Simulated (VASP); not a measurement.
# Mo (Im-3m) in VASP: notebook, part 2 of 2

VASP 6.6.1.

## 4. Single point, PBEsol (volume scaled by 0.91)

Contents of INCAR:

```
SYSTEM = Mo
PREC = Accurate ; ENCUT = 520
EDIFF = 1E-6 ; ISMEAR = 0
SIGMA = 0.1 ; LREAL = .False.
LASPH = .True. ; NELM = 60
ALGO = Fast ; ISIF = 2
LWAVE = .False. ; LCHARG = .False.
GGA = PS ; NBANDS = 13
```

Contents of KPOINTS:

```
Automatic mesh
0
Gamma
  18 18 18
  0 0 0
```

Contents of POSCAR:

```
Mo
1.0
   -1.5162216314      1.5162216314      1.5162216314
    1.5162216314     -1.5162216314      1.5162216314
    1.5162216314      1.5162216314     -1.5162216314
Mo
1
Direct
    0.0000000000      0.0000000000      0.0000000000
```

Potentials or basis: VASP PAW PBE potentials, release 64 (Mo_sv).

Launch:

```console
$ cat potpaw_PBE.64/Mo_sv/POTCAR > POTCAR
$ mpirun -np 1 vasp_std > vasp.out
```

OUTCAR:

```text
SYSTEM = Mo
   PREC = Accurate
   ENCUT = 520
   EDIFF = 1E-6
   ISMEAR = 0
   LREAL = .False.
   LASPH = .True.
   NELM = 60
   ISIF = 2
   GGA = PS

 ion  position               nearest neighbor table
   1  0.000  0.000  0.000-

  LATTYP: Found a body centered cubic cell.
 ALAT       =     3.0324432628

  Lattice vectors:

 A1 = (  -1.5162216314,   1.5162216314,   1.5162216314)
 A2 = (   1.5162216314,  -1.5162216314,   1.5162216314)
 A3 = (   1.5162216314,   1.5162216314,  -1.5162216314)

Analysis of symmetry for initial positions (statically):
=====================================================================
 Subroutine PRICEL returns:
 Original cell was already a primitive cell.

 Routine SETGRP: Setting up the symmetry group for a
 body centered cubic supercell.

 Subroutine GETGRP returns: Found 48 space group operations
 (whereof 48 operations were pure point group operations)
 out of a pool of 48 trial point group operations.

The static configuration has the point symmetry O_h .

Analysis of symmetry for dynamics (positions and initial velocities):
=====================================================================
 Subroutine PRICEL returns:
 Original cell was already a primitive cell.

 Routine SETGRP: Setting up the symmetry group for a
 body centered cubic supercell.

 Subroutine GETGRP returns: Found 48 space group operations
 (whereof 48 operations were pure point group operations)
 out of a pool of 48 trial point group operations.

The dynamic configuration has the point symmetry O_h .

 Subroutine INISYM returns: Found 48 space group operations
 (whereof 48 operations are pure point group operations),
 and found     1 'primitive' translations

----------------------------------------------------------------------------------------

                                     Primitive cell

  volume of cell :      13.9427

[... 108 lines left out ...]
  Fermi-wavevector in a.u.,A,eV,Ry     =   1.639337  3.097897 36.564634  2.687425
  Thomas-Fermi vector in A             =   2.730159
   LORBIT       =      0    0 simple, 1 ext, 2 COOP (PROOUT), +10 PAW based schemes
   GGA     = PS    functional components
   LHFCALC =     F    Hartree Fock is set to
   AEXX    =    0.0000 exact exchange contribution
   IVDW    =     0    specifies the selected vdW correction
   LEPSILON=     F    determine dielectric tensor
   LRPA    =     F    only Hartree local field effects (RPA)
 non-spin polarized calculation
 RMM-DIIS sequential band-by-band and
 Gauss-broadening in eV      SIGMA  =   0.10
  energy-cutoff  :      520.00
  volume of cell :       13.94
 maximum number of plane-waves:       394
   NGX =  9   NGY =  9   NGZ =  9

 number of electron      14.0000004 magnetization

 Free energy of the ion-electron system (eV)
  ---------------------------------------------------
  ext. energy  EPLUGINS =         0.00000000
  ---------------------------------------------------
  free energy    TOTEN  =       -11.64249378 eV

  energy without entropy =      -11.64053799  energy(sigma->0) =      -11.64151588

 E-fermi :  14.4293     XC(G=0): -14.1866

 val. band max:       14.3987023834   @ k =  -0.3889   0.4444   0.2778
 cond. band min:      14.4661864648   @ k =  -0.3333   0.3889   0.2778
 fundamental gap:      0.0674840814
 Fermi energy:        14.4292550537

 k-point     1 :       0.0000    0.0000    0.0000
  band No.  band energies     occupation
      1     -46.8581      2.00000
      2     -19.8233      2.00000
      3     -19.8233      2.00000
      4     -19.8233      2.00000
      5       6.7735      2.00000
      6      12.7787      2.00000
      7      12.7787      2.00000
      8      12.7787      2.00000
      9      16.2437      0.00000
     10      16.2437      0.00000
     11      29.3395      0.00000
     12      29.3395      0.00000
     13      29.3395      0.00000
[... 354 lines left out ...]
  band No.  band energies     occupation
      1     -46.4382      2.00000
      2     -21.7067      2.00000
      3     -20.5114      2.00000
      4     -19.9340      2.00000
      5       8.8005      2.00000
      6      10.5886      2.00000
      7      14.5921      0.02132
      8      16.1967      0.00000
      9      17.5862      0.00000
     10      20.7266      0.00000
     11      27.3508      0.00000
     12      28.0814      0.00000
     13      32.9574      0.00000

 [... further k-points ...]
[... 5 lines left out ...]
  --------------------------------------------------------------------------------------
  -------------------------------------------------------------------------------------
  Total        2.9063858      2.9063858      2.9063858     -0.0000000     -0.0000000      0.0000000
  in kB      333.9764115    333.9764115    333.9764115     -0.0000000     -0.0000000      0.0000000
  external PRESSURE =     333.9764115 kB  Pullay stress =       0.0000000 kB

 VOLUME and BASIS-vectors are now :
 -----------------------------------------------------------------------------
  energy-cutoff  :      520.00
  volume of cell :       13.94
      direct lattice vectors                 reciprocal lattice vectors
    -1.516221631  1.516221631  1.516221631     0.000000000  0.329767093  0.329767093
     1.516221631 -1.516221631  1.516221631     0.329767093  0.000000000  0.329767093
     1.516221631  1.516221631 -1.516221631     0.329767093  0.329767093  0.000000000

 POSITION                                       TOTAL-FORCE (eV/Angst)
 -----------------------------------------------------------------------------------
      0.00000      0.00000      0.00000         0.000000      0.000000     -0.000000
 -----------------------------------------------------------------------------------
    total drift:                                0.000000     -0.000000      0.000000

  FREE ENERGIE OF THE ION-ELECTRON SYSTEM (eV)
  ---------------------------------------------------
  free  energy   TOTEN  =       -11.6424937809 eV

  energy  without entropy=      -11.6405379853  energy(sigma->0) =      -11.64151588
```

Run time: 36 s. Hardware: 1 thread of Intel Xeon 8259CL, shared host; peak memory 0.15 GiB.

What came out:

```
Free energy            : -11.6425 eV
Pressure               : 33.4 GPa
Band gap on the k mesh : zero (band 7 reaches 19.09 eV, above the bottom of band 8 at 12.78 eV)
```

Levels at points of the mesh, in eV from the Fermi level:
```tsv
k point	band 5	band 6	band 7	band 8	band 9	band 10
(0.00, 0.00, 0.00)	-7.66	-1.65	-1.65	-1.65	1.81	1.81
(0.50, 0.00, 0.00)	-6.12	-4.04	1.93	2.09	2.66	5.60
(0.50, 0.50, 0.50)	-6.46	-6.46	4.67	4.67	4.67	9.94
```

Caveat: the PAW data sets were made with another functional, which shifts forces and pressure a little.

## 5. Summary

```csv
cell,gap on the mesh (eV),pressure (GPa)
"a = 2.710 Å, angles 109.5°, 1 atom",none,0.6
"a = 2.597 Å, angles 109.5°, 1 atom",none,48.2
"a = 2.626 Å, angles 109.5°, 1 atom",none,33.4
```

Alike in all rows: task single point; level PBEsol; potentials or basis VASP PAW PBE potentials, release 64 (Mo_sv); no spin polarisation; k mesh 18 × 18 × 18; cutoff (eV) 520; smearing gaussian 0.1 eV.

Caveats: the PAW data sets were made with another functional, which shifts forces and pressure a little.

Total energies depend on the potentials used, so only differences within one code and one set of settings carry meaning.
